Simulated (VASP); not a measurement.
# AgCl: single point with PBE-based screened hybrid with 100 % exact exchange

Crystal: AgCl.

```
Ag Cl
1.0
     0.00000    2.77318    2.77318
     2.77318    0.00000    2.77318
     2.77318    2.77318    0.00000
Ag Cl
1 1
Direct
  0.00000 0.00000 0.00000
  0.50000 0.50000 0.50000
```

| Property | Result |
| --- | --- |
| Program | VASP 6.6.1 |
| Task | single point |
| Functional | PBE-based screened hybrid with 100 % exact exchange |
| Potentials or basis | VASP PAW PBE potentials, release 64 (Ag, Cl) |
| Cutoff | 520 eV |
| k mesh | 4 × 4 × 4 |
| Occupations | gaussian, width 0.01 eV |
| Spin | no spin polarisation |
| Dipole correction | no |
| Grid for exact exchange (PRECFOCK) | Normal |
| Share of exact exchange | 1 |
| Further INCAR settings | ALGO = Normal; EDIFF = 1e-06; NBANDS = 16 |
| Screening parameter | 0.1 1/Å |

| Property | Result |
| --- | --- |
| Pressure | 0.0 GPa |
| Band gap on the k mesh | 8.79 eV (least direct gap 10.81 eV) |

Levels at points of the mesh, in eV from the valence-band top:
```tsv
k point	band 7	band 8	band 9	band 10	band 11	band 12
(0.00, 0.00, 0.00)	-2.03	-2.03	-2.03	8.79	18.88	18.88
(0.50, 0.00, 0.00)	-2.84	0.00	0.00	11.57	15.88	15.88
(0.50, 0.50, 0.00)	-3.64	-2.96	-2.96	10.82	15.14	17.04
```

It took 9.4 min on 1 thread of AMD EPYC 7R43 64-Core Processor (Zen 3), with other jobs on the host, peak memory 0.24 GiB.

Caveat: the k points lie up to 0.49 Å⁻¹ apart; the PAW data sets were made with another functional, which shifts forces and pressure a little. A k mesh can miss the band edges.
